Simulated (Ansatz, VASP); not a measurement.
**Sc3H2 in VASP and in Ansatz**

```
Sc H
1.0
     2.82834    1.63294    5.14800
    -2.82834    1.63294    5.14800
     0.00000   -3.26588    5.14800
Sc H
6 4
Direct
  0.05625 0.44375 0.75000
  0.75000 0.05625 0.44375
  0.44375 0.75000 0.05625
  0.94375 0.55625 0.25000
  0.25000 0.94375 0.55625
  0.55625 0.25000 0.94375
  0.85218 0.85218 0.85218
  0.64782 0.64782 0.64782
  0.14782 0.14782 0.14782
  0.35218 0.35218 0.35218
```

Alike in both runs: task relaxation of cell and atoms; functional PBE; k mesh 6 × 6 × 6; occupations gaussian, width 0.1 eV; no spin polarisation.

|  | VASP | Ansatz |
| --- | --- | --- |
| version | VASP 6.6.1 | Ansatz 0.2.0 |
| potentials or method | VASP PAW PBE potentials, release 64 (Sc_sv, H), cutoff 600 eV | scalar-relativistic, plane waves, PAW |
| valence electrons in the cell | 70 | 70 |

Ansatz gave:

```
gap on the k mesh at the Fermi level, each at its own relaxed structure (eV) : none
relaxed volume (Å³/atom)                                                     : 14.61
relaxed cell length with the largest relative difference (Å)                 : 6.068
```

What did VASP give for the same quantities?

gap on the k mesh at the Fermi level, each at its own relaxed structure (eV): none; relaxed volume (Å³/atom): 14.59; relaxed cell length with the largest relative difference (Å): 6.061.

A gap of «none» marks a metal or a gap that the smearing closes.
